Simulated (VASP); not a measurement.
Wanted: the native input for a VASP 6.6.1 run.

- Task: single point
- Functional: r2SCAN
- Potentials or basis: VASP PAW PBE potentials, release 64 (Li_sv, F_h)
- Cutoff: 910 eV
- k mesh: 10 × 10 × 10
- Occupations: gaussian, width 0.01 eV
- Spin: no spin polarisation
- Dipole correction: no
- Further INCAR settings: ALGO = Normal; EDIFF = 1e-06; NBANDS = 12

The system is LiF.

```
Li F
1.0
     0.00000    2.06170    2.06170
     2.06170    0.00000    2.06170
     2.06170    2.06170    0.00000
Li F
1 1
Cartesian
  0.0000 0.0000 0.0000
  2.0617 2.0617 2.0617
```

This cell differs from its parent crystal: strain +3.4%.

One way to write it, as run:

POSCAR

```
LiF
1.0
    0.0000000000      2.0616999439      2.0616999439
    2.0616999439      0.0000000000      2.0616999439
    2.0616999439      2.0616999439      0.0000000000
Li F
1 1
Direct
    0.0000000000      0.0000000000      0.0000000000
    0.5000000000      0.5000000000      0.5000000000
```

INCAR.step1

```
ALGO = Normal
EDIFF = 1E-5
ENCUT = 910
GGA = PE
GGA_COMPAT = False
ISMEAR = 0
LASPH = True
LCHARG = False
LREAL = False
LWAVE = True
NBANDS = 12
NELM = 120
PREC = Accurate
SIGMA = 0.01
```

INCAR.step2

```
ALGO = Normal
EDIFF = 1E-6
ENCUT = 910
GGA_COMPAT = False
ISIF = 2
ISMEAR = 0
ISTART = 1
LASPH = True
LCHARG = False
LMIXTAU = True
LREAL = False
LWAVE = False
METAGGA = R2SCAN
NBANDS = 12
NELM = 120
PREC = Accurate
SIGMA = 0.01
```

KPOINTS

```
k-points
0
Gamma
  10 10 10
```

Potentials or basis: VASP PAW PBE potentials, release 64 (Li_sv, F_h).

Run with:

```console
$ cat potpaw_PBE.64/Li_sv/POTCAR potpaw_PBE.64/F_h/POTCAR > POTCAR
$ cp INCAR.step1 INCAR
$ mpirun -np 1 vasp_std > vasp.out
$ cp INCAR.step2 INCAR
$ mpirun -np 1 vasp_std > vasp.out
```

Results of the run:

The pressure is -7.4 GPa. The band gap on the k mesh is 9.61 eV.

Caveat: the cell differs from its parent crystal (strain +3.4%); the cutoff is under 1.25 times the usual one of these potentials, so pressure, stress and relaxed cells hold a basis-set (Pulay) error; the cell stands under tension; the PAW data sets were made with another functional, which shifts forces and pressure a little.

Wall time 67 s on 1 thread of Intel(R) Xeon(R) Platinum 8488C (Sapphire Rapids), with other jobs on the host, peak memory 0.17 GiB.
